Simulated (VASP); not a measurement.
Here is a VASP 6.6.1 calculation.

File INCAR:

```
SYSTEM = TiO2
PREC     = Accurate       ! precision mode
ENCUT    = 520            ! plane-wave cutoff, eV
EDIFF    = 1E-6           ! SCF threshold, eV
ISMEAR   = -1             ! smearing method
SIGMA    = 0.3705         ! smearing width, eV
LREAL    = .False.        ! projectors in reciprocal space
LASPH    = .True.         ! aspherical terms in the spheres
NELM     = 200            ! most SCF steps
ALGO     = Normal         ! electronic algorithm
ISIF     = 2              ! what is computed and relaxed
LWAVE    = .False.        ! write WAVECAR
LCHARG   = .False.        ! write CHGCAR
LMAXMIX  = 4              ! l up to which the mixer works
LDAU     = .True.         ! DFT+U
LDAUTYPE = 2            
LDAUL    = 2 -1           ! shell
LDAUU    = 4 0            ! U, eV
LDAUJ    = 0 0          
LDAUPRINT= 1            
GGA      = PE             ! functional
NBANDS   = 87             ! bands
GGA_COMPAT= .False.
```

The input KPOINTS:

```
Automatic mesh
0
Gamma
  2 2 1
  0.5 0.5 0
```

The input POSCAR:

```
TiO2
1.0
    3.0027576444     -5.2009288029      0.0000000000
    0.0000000000      0.0000000000     -6.6000635790
    9.0082729331      5.2009288029      0.0000000000
Ti O
6 12
Direct
    0.1302199720      0.6467189216      0.1907466610
    0.8075854630      0.7368188112      0.7424847834
   -0.0487317817      0.3614678816      0.5033273041
    0.4587216178      0.3881817151     -0.0272550406
    0.7578462025      1.0713799822      0.1967808408
    0.2702071943      1.0155399141      0.7327243891
    1.0418243726      0.8162838033      0.1121638863
    0.5316568006      0.9372420320      0.6684350621
    0.0958812569      0.5525807375      0.4302640308
    0.5664731381      0.5835349848      0.8688747013
    0.9549765870      0.1608555717      0.3448694080
    0.3375562345      0.2274206880      0.8426071782
    0.6272107774      0.2157767093      0.0811842680
    0.2119699183      0.2386842159      0.5933462215
    0.2623238010      0.4494229434      0.0898076920
    0.8193826105      0.5296995943      0.6160225877
    0.5653064039      0.8883894723      0.2458371200
    1.0500058692      0.8476833493      0.7791946250
```

Potentials or basis: VASP PAW PBE potentials, release 64 (Ti_sv, O).

The run is started by

```console
$ cat potpaw_PBE.64/Ti_sv/POTCAR potpaw_PBE.64/O/POTCAR > POTCAR
$ mpirun -np 1 vasp_std > vasp.out
```

(1) Estimate the pressure.

(2) Predict the band gap on the k mesh.

(3) Predict the largest force.

Results:

(1) 0.7 GPa.

(2) 1.77 eV.

(3) 14.671 eV/Å.

Caveat: the k points lie up to 0.60 Å⁻¹ apart; atoms lie so close that the PAW spheres overlap strongly, which falsifies energies and pressures; the atoms stand as in a frame of molecular dynamics; so wide a smearing shifts energies and pressures; a shifted mesh leaves out Γ, where band edges can lie; forces of over 1 eV/Å act on the atoms, so gaps and moduli don't describe the material at rest.
